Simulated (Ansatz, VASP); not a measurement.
**Two plane-wave programs on TePt**

```
Te Pt
1.0
     1.98195    1.14428    6.61091
    -1.98195    1.14428    6.61091
     0.00000   -2.28856    6.61091
Te Pt
2 2
Direct
  0.59848 0.59848 0.59848
  0.40152 0.40152 0.40152
  0.86981 0.86981 0.86981
  0.13019 0.13019 0.13019
```

Alike in both runs: functional PBEsol; k mesh 12 × 12 × 12; occupations gaussian, width 0.1 eV; no spin polarisation.

Ansatz relaxed the structure, and its values are those at the end. VASP's run is a single point on that final structure, the one shown.

```csv
,VASP,Ansatz
version,VASP 6.6.1,Ansatz 0.2.0
potentials or method,"VASP PAW PBE potentials, release 64 (Te, Pt), cutoff 520 eV","scalar-relativistic, plane waves, PAW"
valence electrons in the cell,32,68
```

|  | VASP | Ansatz | Ansatz less VASP |
| --- | --- | --- | --- |
| gap on the k mesh at the Fermi level (eV) | none | none | - |
| pressure (GPa) | -0.1 | 0.0 | +0.16 |
| rms of the force components (eV/Å) | 0.003 | 0.000 | -0.0032 |

VASP's potentials were made for PBE, not for PBEsol. A gap of «none» marks a metal or a gap that the smearing closes. The functional is the same, so the differences come from potentials, cutoffs and numerics. VASP's potentials hold 32 valence electrons a cell and Ansatz's 68, so a difference there can come from the potentials and not from the codes.

Spin-orbit coupling is off throughout.
